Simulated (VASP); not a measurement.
## SiO2: electric field gradients with PBE

SiO2:

```xyz
6
Lattice="4.1801 0.0000 0.0000 0.0000 4.1801 0.0000 0.0000 0.0000 2.6678" Properties=species:S:1:pos:R:3 pbc="T T T"
Si    0.0000    0.0000    0.0000
Si    2.0901    2.0901    1.3339
O     1.2820    1.2820    0.0000
O     0.8080    3.3721    1.3339
O     2.8981    2.8981    0.0000
O     3.3721    0.8080    1.3339
```

* Program: VASP 6.6.1
* Task: electric field gradients
* Functional: PBE
* Potentials or basis: VASP PAW PBE potentials, release 64 (Si, O)
* Cutoff: 520 eV
* k mesh: 6 × 6 × 9
* Occupations: fermi-dirac, width 0.03 eV
* Spin: no spin polarisation
* Dipole correction: no
* Further INCAR settings: ALGO = Normal; EDIFF = 1e-08; NBANDS = 25

* Pressure: 11.0 GPa
* Largest force: 0.244 eV/Å
* Band gap on the k mesh: 5.61 eV
* Largest electric field gradient by atom: Si +22.7; O -109.7 V/Å²

Forces in eV/Å, atoms in the order of the input:
```
Si   0.000  0.000  0.000
Si   0.000  0.000  0.000
O   -0.173 -0.173  0.000
O    0.173 -0.173  0.000
O    0.173  0.173  0.000
O   -0.173  0.173  0.000
```

Stress tensor (GPa, compression positive):
```
10.59  0.00  0.00
 0.00 10.59  0.00
 0.00  0.00 11.89
```

Levels at points of the mesh, in eV from the valence-band top:
```
           k point  band 12  band 13  band 14  band 15  band 16  band 17  band 18  band 19  band 20  band 21
(0.00, 0.00, 0.00)    -3.14    -2.55    -0.87    -0.87     0.00     5.61     6.69     8.52     8.52    11.19
(0.50, 0.00, 0.00)    -3.85    -2.70    -2.70    -1.07    -1.07     7.73     7.73     9.09     9.09    11.06
(0.50, 0.50, 0.00)    -3.27    -2.63    -2.63    -2.27    -2.27     7.40     7.40    10.06    10.06    13.15
```

Electric field gradients, principal values (V/Å²):
| atom | least | middle | greatest (by size) |
| --- | --- | --- | --- |
| 1 Si | -4.153 | -18.548 | 22.701 |
| 2 Si | -4.153 | -18.548 | 22.701 |
| 3 O | 47.634 | 62.051 | -109.685 |
| 4 O | 47.634 | 62.051 | -109.685 |
| 5 O | 47.634 | 62.051 | -109.685 |
| 6 O | 47.634 | 62.051 | -109.685 |

Wall time 60 s on 1 thread of Intel Xeon 8259CL, with other jobs on the host, peak memory 0.17 GiB.

Caveat: the cell stands under pressure; without QUAD_EFG the Cq values of the log hold for a quadrupole moment of 1 mb, not for the nuclei; an odd mesh through Γ misses points on the zone boundary, where band edges can lie.
